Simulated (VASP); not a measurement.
# Ba (Im-3m) in VASP: notebook

Runs on Ba. Level: r2SCAN. Tasks: single point, relaxation of volume and atoms at fixed shape.

Everything below comes from runs of VASP 6.6.1. Logs are shortened: lines on timing, memory, paths and dates and some standing lists are left out, and cuts for length are marked.

**1. The cell of the first run**

The structure is cubic, space group Im-3m (No. 229). Conventional cell: a = 5.083 Å, b = 5.083 Å, c = 5.083 Å, α = 90.00°, β = 90.00°, γ = 90.00°. Ba (site symmetry m-3m) has 14 Ba at 4.40 to 5.08 Å within 5.8 Å.

**2. Single point, r2SCAN**

POSCAR

```
Ba
1.0
   -2.5414536958      2.5414536958      2.5414536958
    2.5414536958     -2.5414536958      2.5414536958
    2.5414536958      2.5414536958     -2.5414536958
Ba
1
Direct
    0.0000000000      0.0000000000      0.0000000000
```

INCAR.step1

```
SYSTEM = Ba
PREC = Accurate
ENCUT = 520
ISMEAR = 0
SIGMA = 0.1
LREAL = .False.
LASPH = .True.
NELM = 60
NBANDS = 11
GGA = PE
ALGO = Normal
EDIFF = 1E-4
LWAVE = .True.
LCHARG = .False.
```

INCAR.step2

```
SYSTEM = Ba
PREC = Accurate
ENCUT = 520
EDIFF = 1E-6
ISMEAR = 0
SIGMA = 0.1
LREAL = .False.
LASPH = .True.
NELM = 60
ALGO = Normal
ISIF = 2
LWAVE = .False.
LCHARG = .False.
METAGGA = R2SCAN
LMIXTAU = .True.
NBANDS = 11
ISTART = 1
```

KPOINTS

```
regular mesh
0
Gamma
  6 6 6
  0 0 0
```

Potentials or basis: VASP PAW PBE potentials, release 64 (Ba_sv).

Started as:

```
> cat potpaw_PBE.64/Ba_sv/POTCAR > POTCAR
> cp INCAR.step1 INCAR
> mpirun -np 1 vasp_std > vasp.out
> cp INCAR.step2 INCAR
> mpirun -np 1 vasp_std > vasp.out
```

OUTCAR:

```text
SYSTEM = Ba
   PREC = Accurate
   ENCUT = 520
   EDIFF = 1E-6
   ISMEAR = 0
   LREAL = .False.
   LASPH = .True.
   NELM = 60
   ISIF = 2
   METAGGA = R2SCAN
   ISTART = 1

 ion  position               nearest neighbor table
   1  0.000  0.000  0.000-

  LATTYP: Found a body centered cubic cell.
 ALAT       =     5.0829073916

  Lattice vectors:

 A1 = (  -2.5414536958,   2.5414536958,   2.5414536958)
 A2 = (   2.5414536958,  -2.5414536958,   2.5414536958)
 A3 = (   2.5414536958,   2.5414536958,  -2.5414536958)

Analysis of symmetry for initial positions (statically):
=====================================================================
 Subroutine PRICEL returns:
 Original cell was already a primitive cell.

 Routine SETGRP: Setting up the symmetry group for a
 body centered cubic supercell.

 Subroutine GETGRP returns: Found 48 space group operations
 (whereof 48 operations were pure point group operations)
 out of a pool of 48 trial point group operations.

The static configuration has the point symmetry O_h .

Analysis of symmetry for dynamics (positions and initial velocities):
=====================================================================
 Subroutine PRICEL returns:
 Original cell was already a primitive cell.

 Routine SETGRP: Setting up the symmetry group for a
 body centered cubic supercell.

 Subroutine GETGRP returns: Found 48 space group operations
 (whereof 48 operations were pure point group operations)
 out of a pool of 48 trial point group operations.

The dynamic configuration has the point symmetry O_h .

 Subroutine INISYM returns: Found 48 space group operations
 (whereof 48 operations are pure point group operations),
 and found     1 'primitive' translations

----------------------------------------------------------------------------------------

                                     Primitive cell

  volume of cell :      65.6609

  direct lattice vectors                    reciprocal lattice vectors
    -2.541453696  2.541453696  2.541453696     0.000000000  0.196737796  0.196737796
     2.541453696 -2.541453696  2.541453696     0.196737796  0.000000000  0.196737796
     2.541453696  2.541453696 -2.541453696     0.196737796  0.196737796  0.000000000

  length of vectors
     4.401926926  4.401926926  4.401926926     0.278229260  0.278229260  0.278229260

  position of ions in fractional coordinates (direct lattice)
     0.000000000  0.000000000  0.000000000

  ion indices of the primitive-cell ions
   primitive index   ion index
                 1           1

----------------------------------------------------------------------------------------

 KPOINTS: regular mesh

Automatic generation of k-mesh.
 Grid dimensions read from file:
 generate k-points for:    6    6    6

 Generating k-lattice:

  Cartesian coordinates                     Fractional coordinates (reciprocal lattice)
     0.000000000  0.032789633  0.032789633     0.166666667  0.000000000  0.000000000
     0.032789633  0.000000000  0.032789633     0.000000000  0.166666667  0.000000000
     0.032789633  0.032789633  0.000000000     0.000000000  0.000000000  0.166666667

  Length of vectors
     0.046371543  0.046371543  0.046371543

  Shift w.r.t. Gamma in fractional coordinates (k-lattice)
     0.000000000  0.000000000  0.000000000

 Subroutine IBZKPT returns following result:
 ===========================================

 Found     16 irreducible k-points:

 Following reciprocal coordinates:
            Coordinates               Weight
  0.000000  0.000000  0.000000      1.000000
  0.166667  0.000000  0.000000     12.000000
  0.333333  0.000000  0.000000     12.000000
  0.500000  0.000000  0.000000      6.000000
  0.166667  0.166667  0.000000     24.000000
  0.333333  0.166667  0.000000     48.000000
[... 8 lines left out ...]
  0.500000  0.500000  0.333333     12.000000
  0.500000  0.500000  0.500000      1.000000
   k-points           NKPTS =     16   k-points in BZ     NKDIM =     16   number of bands    NBANDS=     11
   number of dos      NEDOS =    301   number of ions     NIONS =      1
   total plane-waves  NPLWV =  46656
   dimension x,y,z NGX =    36 NGY =   36 NGZ =   36
   dimension x,y,z NGXF=    72 NGYF=   72 NGZF=   72
   ions per type =               1
   NGX,Y,Z   is equivalent  to a cutoff of  13.60, 13.60, 13.60 a.u.
   NGXF,Y,Z  is equivalent  to a cutoff of  27.19, 27.19, 27.19 a.u.
 SYSTEM =  Ba
   PREC   = accura    normal or accurate (medium, high low for compatibility)
   ISTART =      1    job   : 0-new  1-cont  2-samecut
   ICHARG =      0    charge: 1-file 2-atom 10-const
   ISPIN  =      1    spin polarized calculation?
   LNONCOLLINEAR =      F non collinear calculations
   LSORBIT =      F    spin-orbit coupling
   LASPH  =      T    aspherical Exc in radial PAW
   ENCUT  =  520.0 eV  38.22 Ry    6.18 a.u.   8.18  8.18  8.18*2*pi/ulx,y,z
   NELM   =     60;   NELMIN=  2; NELMDL=  0     # of ELM steps
   EDIFF  = 0.1E-05   stopping-criterion for ELM
   LREAL  =      F    real-space projection
   EDIFFG = 0.1E-04   stopping-criterion for IOM
   NSW    =      0    number of steps for IOM
   IBRION =     -1    ionic relax: 0-MD 1-quasi-New 2-CG
   NFREE  =      0    steps in history (QN), initial steepest desc. (CG)
   ISIF   =      2    stress and relaxation
   ISYM   =      2    0-nonsym 1-usesym 2-fastsym
   POTIM  = 0.5000    time-step for ionic-motion
   TEBEG  =    0.0;   TEEND  =   0.0 temperature during run
   PSTRESS=    0.0 pullay stress
   NELECT =      10.0000    total number of electrons
   NUPDOWN=      -1.0000    fix difference up-down
   EMIN   =  10.00;   EMAX   =-10.00  energy-range for DOS
   EFERMI =   0.00;   METHOD = LEGACY
   ISMEAR =     0;   SIGMA  =   0.10  broadening in eV -4-tet -1-fermi 0-gaus
   EFERMI_NEDOS =   21; number of points for ismear=-14 and -15
   IALGO  =     38    algorithm
   IMIX   =      4    mixing-type and parameters
     AMIX     =   0.40;   BMIX     =  1.00
     AMIX_MAG =   1.60;   BMIX_MAG =  1.00
  volume/ion in A,a.u.               =      65.66       443.10
  Fermi-wavevector in a.u.,A,eV,Ry     =   0.874257  1.652107 10.399286  0.764326
  Thomas-Fermi vector in A             =   1.993763
   LORBIT       =      0    0 simple, 1 ext, 2 COOP (PROOUT), +10 PAW based schemes
   METAGGA = R2SCAN    functional components
   LHFCALC =     F    Hartree Fock is set to
   AEXX    =    0.0000 exact exchange contribution
   IVDW    =     0    specifies the selected vdW correction
   LEPSILON=     F    determine dielectric tensor
   LRPA    =     F    only Hartree local field effects (RPA)
 non-spin polarized calculation
 Gauss-broadening in eV      SIGMA  =   0.10
  energy-cutoff  :      520.00
  volume of cell :       65.66
 maximum number of plane-waves:      1830
 NGX is ok and might be reduce to    36
   NGX = 17   NGY = 17   NGZ = 17

 number of electron       9.9999999 magnetization

 Free energy of the ion-electron system (eV)
  ---------------------------------------------------
  ext. energy  EPLUGINS =         0.00000000
  ---------------------------------------------------
  free energy    TOTEN  =       -26.43543029 eV

  energy without entropy =      -26.42937162  energy(sigma->0) =      -26.43240095

 E-fermi :   1.6347     XC(G=0):  -7.6900

 val. band max:        1.4689291205   @ k =  -0.3333   0.5000   0.1667
 cond. band min:       1.6388691275   @ k =  -0.3333   0.3333   0.3333
 fundamental gap:      0.1699400070
 Fermi energy:         1.6346874075

 k-point     1 :       0.0000    0.0000    0.0000
  band No.  band energies     occupation
      1     -28.4028      2.00000
      2     -12.9549      2.00000
      3     -12.9549      2.00000
      4     -12.9549      2.00000
      5      -1.2741      2.00000
      6       3.6802      0.00000
      7       3.6802      0.00000
      8       3.6802      0.00000
      9       4.9764      0.00000
     10       4.9764      0.00000
     11       8.7554      0.00000

 k-point     2 :       0.1667    0.0000    0.0000
  band No.  band energies     occupation
      1     -28.3931      2.00000
      2     -13.0644      2.00000
      3     -12.9879      2.00000
      4     -12.9559      2.00000
      5      -0.7760      2.00000
      6       3.2906      0.00000
      7       3.2997      0.00000
      8       4.1917      0.00000
      9       4.6564      0.00000
     10       4.9667      0.00000
     11       9.1999      0.00000

 k-point     3 :       0.3333    0.0000    0.0000
  band No.  band energies     occupation
      1     -28.3736      2.00000
      2     -13.2719      2.00000
      3     -13.0527      2.00000
      4     -12.9580      2.00000
      5       0.2993      2.00000
      6       2.5637      0.00000
      7       2.7111      0.00000
      8       4.9574      0.00000
      9       5.1960      0.00000
     10       5.6031      0.00000
     11       8.3392      0.00000

 k-point     4 :       0.5000    0.0000    0.0000
  band No.  band energies     occupation
      1     -28.3638      2.00000
      2     -13.3707      2.00000
      3     -13.0846      2.00000
      4     -12.9591      2.00000
      5       0.7400      2.00000
      6       2.4781      0.00000
      7       2.6727      0.00000
      8       5.0090      0.00000
      9       5.5559      0.00000
     10       6.9397      0.00000
     11       7.3704      0.00000

 k-point     5 :       0.1667    0.1667    0.0000
  band No.  band energies     occupation
      1     -28.3785      2.00000
      2     -13.2047      2.00000
      3     -13.0320      2.00000
      4     -12.9801      2.00000
      5       0.0652      2.00000
      6       2.6243      0.00000
      7       2.8645      0.00000
      8       4.5260      0.00000
      9       5.2012      0.00000
     10       5.3827      0.00000
     11       9.0711      0.00000
[... 99 lines left out ...]
 k-point    13 :      -0.3333    0.5000    0.1667
  band No.  band energies     occupation
      1     -28.3532      2.00000
      2     -13.2850      2.00000
      3     -13.1897      2.00000
      4     -13.0571      2.00000
      5       1.4689      1.98093
      6       1.7566      0.08466
      7       2.8452      0.00000
      8       4.5222      0.00000
      9       5.2402      0.00000
     10       6.9587      0.00000
     11       7.8271      0.00000

 k-point    14 :      -0.3333    0.3333    0.3333
  band No.  band energies     occupation
      1     -28.3504      2.00000
      2     -13.2277      2.00000
      3     -13.1636      2.00000
      4     -13.1636      2.00000
      5       1.2054      2.00000
      6       1.6389      0.95284
      7       4.1372      0.00000
      8       4.1372      0.00000
      9       4.9843      0.00000
     10       5.4953      0.00000
     11       9.6164      0.00000

 k-point    15 :       0.5000    0.5000    0.3333
  band No.  band energies     occupation
      1     -28.3427      2.00000
      2     -13.2709      2.00000
      3     -13.1996      2.00000
      4     -13.1700      2.00000
      5       1.2772      2.00000
      6       1.3415      1.99997
      7       4.1711      0.00000
      8       4.3607      0.00000
      9       6.1447      0.00000
     10       6.5780      0.00000
     11       7.5724      0.00000

 k-point    16 :       0.5000    0.5000    0.5000
  band No.  band energies     occupation
      1     -28.3356      2.00000
      2     -13.2368      2.00000
      3     -13.2368      2.00000
      4     -13.2368      2.00000
      5       1.0261      2.00000
      6       1.0261      2.00000
      7       6.0790      0.00000
      8       6.0790      0.00000
      9       6.0790      0.00000
     10       6.4697      0.00000
     11       6.4697      0.00000

------------------------ aborting loop because EDIFF is reached ----------------------------------------

  FORCE on cell =-STRESS in cart. coord.  units (eV):
  Direction    XX          YY          ZZ          XY          YZ          ZX
  --------------------------------------------------------------------------------------
  -------------------------------------------------------------------------------------
  Total        0.0231886      0.0231886      0.0231886     -0.0000000      0.0000000     -0.0000000
  in kB        0.5658200      0.5658200      0.5658200     -0.0000000      0.0000000     -0.0000000
  external PRESSURE =       0.5658200 kB  Pullay stress =       0.0000000 kB

 VOLUME and BASIS-vectors are now :
 -----------------------------------------------------------------------------
  energy-cutoff  :      520.00
  volume of cell :       65.66
      direct lattice vectors                 reciprocal lattice vectors
    -2.541453696  2.541453696  2.541453696     0.000000000  0.196737796  0.196737796
     2.541453696 -2.541453696  2.541453696     0.196737796  0.000000000  0.196737796
     2.541453696  2.541453696 -2.541453696     0.196737796  0.196737796  0.000000000

 POSITION                                       TOTAL-FORCE (eV/Angst)
 -----------------------------------------------------------------------------------
      0.00000      0.00000      0.00000         0.000000     -0.000000     -0.000000
 -----------------------------------------------------------------------------------
    total drift:                                0.000000     -0.000000     -0.000000

  FREE ENERGIE OF THE ION-ELECTRON SYSTEM (eV)
  ---------------------------------------------------
  free  energy   TOTEN  =       -26.4354302863 eV

  energy  without entropy=      -26.4293716207  energy(sigma->0) =      -26.43240095
```

Wall time 48 s (1 thread of Intel Xeon 8259CL, shared host); peak memory 0.18 GiB.

What came out:

```
Free energy            : -26.4354 eV
Pressure               : 0.1 GPa
Band gap on the k mesh : zero (bands 5 and 6 overlap by 0.81 eV)
```

Caveat: the PAW data sets were made with another functional, which shifts forces and pressure a little; spin-orbit coupling is left out, which moves the levels of the heavy elements.

**3. Relaxation of volume and atoms at fixed shape, r2SCAN**

This run uses another cell than the first one, of 62.99 Å³/atom.

POSCAR

```
Ba
1.0
   -2.5065000000      2.5065000000      2.5065000000
    2.5065000000     -2.5065000000      2.5065000000
    2.5065000000      2.5065000000     -2.5065000000
Ba
1
Direct
    0.0000000000      0.0000000000      0.0000000000
```

INCAR.step1

```
PREC = Accurate ; ENCUT = 600
ISMEAR = 0 ; SIGMA = 0.1
LREAL = False ; LASPH = True
NELM = 80 ; GGA = PE
ALGO = Normal ; EDIFF = 1E-4
LWAVE = True ; LCHARG = False
```

INCAR.step2

```
PREC = Accurate ; ENCUT = 600
EDIFF = 1E-6 ; ISMEAR = 0
SIGMA = 0.1 ; LREAL = False
LASPH = True ; NELM = 80
ALGO = Normal ; ISIF = 8
LWAVE = False ; LCHARG = False
METAGGA = R2SCAN ; LMIXTAU = True
IBRION = 2 ; NSW = 80
EDIFFG = -0.03 ; ISTART = 1
```

KPOINTS

```
regular mesh
0
Gamma
  6 6 6
```

Potentials or basis: VASP PAW PBE potentials, release 64 (Ba_sv).

Started as:

```
> cat potpaw_PBE.64/Ba_sv/POTCAR > POTCAR
> cp INCAR.step1 INCAR
> mpirun -np 1 vasp_std > vasp.out
> cp INCAR.step2 INCAR
> mpirun -np 1 vasp_std > vasp.out
```

Wall time 2 min (1 thread of Intel Xeon 8259CL, shared host); peak memory 0.19 GiB.

It converged, with:

- Free energy: -26.4352 eV
- Relaxed volume: 65.53 Å³/atom
- Relaxed cell: a = 4.399 Å, b = 4.399 Å, c = 4.399 Å, α = 109.47°, β = 109.47°, γ = 109.47°
- Space group after relaxing (to 0.1 Å): Im-3m (No. 229)
- Energy gained by relaxing: 4.0 meV/atom
- Ionic steps: 3
- Pressure after relaxing: 0.1 GPa
- Band gap on the k mesh: zero (bands 5 and 6 overlap by 0.81 eV)

The path:
| step | energy change (eV) | largest force (eV/Å) | pressure (GPa) | volume (Å³) |
| --- | --- | --- | --- | --- |
| 1 | 0.0000 | 0.0000 | 0.44 | 62.99 |
| 2 | -0.0032 | 0.0000 | 0.19 | 64.58 |
| 3 | -0.0040 | 0.0000 | 0.07 | 65.53 |

Final structure:
```
CELL_PARAMETERS angstrom
-2.53978 2.53978 2.53978
2.53978 -2.53978 2.53978
2.53978 2.53978 -2.53978
ATOMIC_POSITIONS crystal
Ba 0.00000 0.00000 0.00000
```

Levels at points of the mesh, in eV from the Fermi level:
| k point | band 3 | band 4 | band 5 | band 6 | band 7 | band 8 |
| --- | --- | --- | --- | --- | --- | --- |
| (0.00, 0.00, 0.00) | -14.58 | -14.58 | -2.91 | 2.05 | 2.05 | 2.05 |
| (0.50, 0.00, 0.00) | -14.72 | -14.59 | -0.90 | 0.84 | 1.04 | 3.38 |
| (0.50, 0.50, 0.50) | -14.87 | -14.87 | -0.61 | -0.61 | 4.45 | 4.45 |

Caveat: the PAW data sets were made with another functional, which shifts forces and pressure a little; spin-orbit coupling is left out, which moves the levels of the heavy elements. Zero-point motion and thermal expansion aren't in these numbers.

The gap in the log of VASP goes by the Fermi energy; the results here count the filled bands.